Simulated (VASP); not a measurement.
# SrO (P6_3/mmc) in VASP: further runs, part 2 of 2

VASP 6.6.1.

### 4 Single point, r2SCAN

POSCAR reads:

```
SrO
1.0
    4.2700252630      0.0000000000      0.0000000000
   -2.1350126315      3.6979503526      0.0000000000
    0.0000000000      0.0000000000      5.1444570048
Sr O
2 2
Direct
    0.3333333333      0.6666666667      0.2500000000
    0.6666666667      0.3333333333      0.7500000000
    0.6666666667      0.3333333333      0.2500000000
    0.3333333333      0.6666666667      0.7500000000
```

INCAR.step1 reads:

```
PREC = Accurate
ENCUT = 520
ISMEAR = 0
SIGMA = 0.01
LREAL = False
LASPH = True
NELM = 60
NBANDS = 24
GGA = PE
ALGO = Normal
EDIFF = 1E-4
LWAVE = True
LCHARG = False
```

INCAR.step2 reads:

```
PREC = Accurate
ENCUT = 520
EDIFF = 1E-6
ISMEAR = 0
SIGMA = 0.01
LREAL = False
LASPH = True
NELM = 60
ALGO = Normal
ISIF = 2
LWAVE = False
LCHARG = False
METAGGA = R2SCAN
LMIXTAU = True
NBANDS = 24
ISTART = 1
```

KPOINTS reads:

```
Automatic mesh
0
Gamma
  6 6 4
```

Potentials or basis: VASP PAW PBE potentials, release 64 (Sr_sv, O).

Started as:

```console
cat potpaw_PBE.64/Sr_sv/POTCAR potpaw_PBE.64/O/POTCAR > POTCAR
cp INCAR.step1 INCAR
mpirun -np 1 vasp_std > vasp.out
cp INCAR.step2 INCAR
mpirun -np 1 vasp_std > vasp.out
```

OUTCAR:

```text
PREC = Accurate
   ENCUT = 520
   EDIFF = 1E-6
   ISMEAR = 0
   LREAL = False
   LASPH = True
   NELM = 60
   ISIF = 2
   METAGGA = R2SCAN
   ISTART = 1

 ion  position               nearest neighbor table
   1  0.333  0.667  0.250-   3 2.47   3 2.47   3 2.47   4 2.57   4 2.57   2 3.56   2 3.56   2 3.56
                             2 3.56   2 3.56   2 3.56
   2  0.667  0.333  0.750-   4 2.47   4 2.47   4 2.47   3 2.57   3 2.57   1 3.56   1 3.56   1 3.56
                             1 3.56   1 3.56   1 3.56
   3  0.667  0.333  0.250-   1 2.47   1 2.47   1 2.47   2 2.57   2 2.57
   4  0.333  0.667  0.750-   2 2.47   2 2.47   2 2.47   1 2.57   1 2.57

  LATTYP: Found a hexagonal cell.
 ALAT       =     4.2700252630
 C/A-ratio  =     1.2047837397

  Lattice vectors:

 A1 = (   4.2700252630,   0.0000000000,   0.0000000000)
 A2 = (  -2.1350126315,   3.6979503526,   0.0000000000)
 A3 = (   0.0000000000,   0.0000000000,   5.1444570048)

Analysis of symmetry for initial positions (statically):
=====================================================================
 Subroutine PRICEL returns:
 Original cell was already a primitive cell.

 Routine SETGRP: Setting up the symmetry group for a
 hexagonal supercell.

 Subroutine GETGRP returns: Found 24 space group operations
 (whereof 12 operations were pure point group operations)
 out of a pool of 24 trial point group operations.

The static configuration has the point symmetry D_3d.
 The point group associated with its full space group is D_6h.

Analysis of symmetry for dynamics (positions and initial velocities):
=====================================================================
 Subroutine PRICEL returns:
 Original cell was already a primitive cell.

 Routine SETGRP: Setting up the symmetry group for a
 hexagonal supercell.

 Subroutine GETGRP returns: Found 24 space group operations
[... 121 lines left out ...]
   IALGO  =     38    algorithm
   IMIX   =      4    mixing-type and parameters
     AMIX     =   0.40;   BMIX     =  1.00
     AMIX_MAG =   1.60;   BMIX_MAG =  1.00
  volume/ion in A,a.u.               =      20.31       137.05
  Fermi-wavevector in a.u.,A,eV,Ry     =   1.200092  2.267845 19.595387  1.440220
  Thomas-Fermi vector in A             =   2.335937
   LORBIT       =      0    0 simple, 1 ext, 2 COOP (PROOUT), +10 PAW based schemes
   METAGGA = R2SCAN    functional components
   LHFCALC =     F    Hartree Fock is set to
   AEXX    =    0.0000 exact exchange contribution
   IVDW    =     0    specifies the selected vdW correction
   LEPSILON=     F    determine dielectric tensor
   LRPA    =     F    only Hartree local field effects (RPA)
 non-spin polarized calculation
 Gauss-broadening in eV      SIGMA  =   0.01
  energy-cutoff  :      520.00
  volume of cell :       81.23
 maximum number of plane-waves:      2208
 NGX is ok and might be reduce to    32
   NGX = 15   NGY = 15   NGZ = 19

 number of electron      32.0000008 magnetization

 Free energy of the ion-electron system (eV)
  ---------------------------------------------------
  ext. energy  EPLUGINS =         0.00000000
  ---------------------------------------------------
  free energy    TOTEN  =       -53.76384767 eV

  energy without entropy =      -53.76384767  energy(sigma->0) =      -53.76384767

 E-fermi :   0.5219     XC(G=0):  -9.4853

 val. band max:        0.4544722868   @ k =   0.0000   0.0000   0.0000
 cond. band min:       3.4765748315   @ k =   0.0000   0.0000   0.0000
 fundamental gap:      3.0221025447
 Fermi energy:         0.5219156776

 k-point     1 :       0.0000    0.0000    0.0000
  band No.  band energies     occupation
      1     -33.0183      2.00000
      2     -32.8479      2.00000
      3     -15.5450      2.00000
      4     -15.5274      2.00000
      5     -14.9263      2.00000
      6     -14.5312      2.00000
[... 556 lines left out ...]
     23      10.3981      0.00000
     24      10.3981      0.00000

------------------------ aborting loop because EDIFF is reached ----------------------------------------

  FORCE on cell =-STRESS in cart. coord.  units (eV):
  Direction    XX          YY          ZZ          XY          YZ          ZX
  --------------------------------------------------------------------------------------
  -------------------------------------------------------------------------------------
  Total        0.2412010      0.2412010      0.2423233      0.0000000      0.0000000     -0.0000000
  in kB        4.7572781      4.7572781      4.7794148      0.0000000      0.0000000     -0.0000000
  external PRESSURE =       4.7646570 kB  Pullay stress =       0.0000000 kB

 VOLUME and BASIS-vectors are now :
 -----------------------------------------------------------------------------
  energy-cutoff  :      520.00
  volume of cell :       81.23
      direct lattice vectors                 reciprocal lattice vectors
     4.270025263  0.000000000  0.000000000     0.234190652  0.135210036  0.000000000
    -2.135012631  3.697950353  0.000000000     0.000000000  0.270420072  0.000000000
     0.000000000  0.000000000  5.144457005     0.000000000  0.000000000  0.194383975

 POSITION                                       TOTAL-FORCE (eV/Angst)
 -----------------------------------------------------------------------------------
     -0.00000      2.46530      1.28611        -0.000000      0.000000     -0.000000
      2.13501      1.23265      3.85834         0.000000     -0.000000     -0.000000
      2.13501      1.23265      1.28611         0.000000     -0.000000      0.000000
     -0.00000      2.46530      3.85834        -0.000000     -0.000000      0.000000
 -----------------------------------------------------------------------------------
    total drift:                               -0.000000     -0.000000     -0.000000

  FREE ENERGIE OF THE ION-ELECTRON SYSTEM (eV)
  ---------------------------------------------------
  free  energy   TOTEN  =       -53.7638476742 eV

  energy  without entropy=      -53.7638476742  energy(sigma->0) =      -53.76384767
```

Wall time 3.7 min (1 thread of Intel Xeon 8259CL, shared host); peak memory 0.22 GiB.

What came out:

```
Free energy            : -53.7638 eV
Pressure               : 0.5 GPa
Band gap on the k mesh : 3.02 eV, direct
```

Caveat: the PAW data sets were made with another functional, which shifts forces and pressure a little. r2SCAN opens gaps a little over a GGA but as a rule still falls short of measured ones.
